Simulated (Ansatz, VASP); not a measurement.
Ti in VASP and in Ansatz

```xyz
2
Lattice="2.9727 0.0000 0.0000 -1.4863 2.5744 0.0000 0.0000 0.0000 4.7056" Properties=species:S:1:pos:R:3 pbc="T T T"
Ti    0.0000    1.7163    1.1764
Ti    1.4863    0.8581    3.5292
```

Change from the starting cell: mode 4 frozen in at +0.000 Å, equal normal strain along x, y and z +0.0250.

Alike in both runs: task single point; functional PBEsol; k mesh 18 × 18 × 10; occupations gaussian, width 0.15 eV; no spin polarisation.

|  | VASP | Ansatz |
| --- | --- | --- |
| version | VASP 6.6.1 | Ansatz 0.2.0 |
| potentials or method | VASP PAW PBE potentials, release 64 (Ti_sv), cutoff 520 eV | scalar-relativistic, plane waves, PAW |
| valence electrons in the cell | 24 | 24 |

|  | VASP | Ansatz | Ansatz less VASP |
| --- | --- | --- | --- |
| gap on the k mesh at the Fermi level (eV) | none | none | - |
| pressure (GPa) | -7.9 | -7.7 | +0.16 |
| traceless stress, the component that is largest in VASP (GPa) | -0.16 | -0.16 | +0.004 |

VASP's potentials were made for PBE, not for PBEsol, and Ansatz warns of the same on its side. A gap of «none» marks a metal or a gap that the smearing closes.
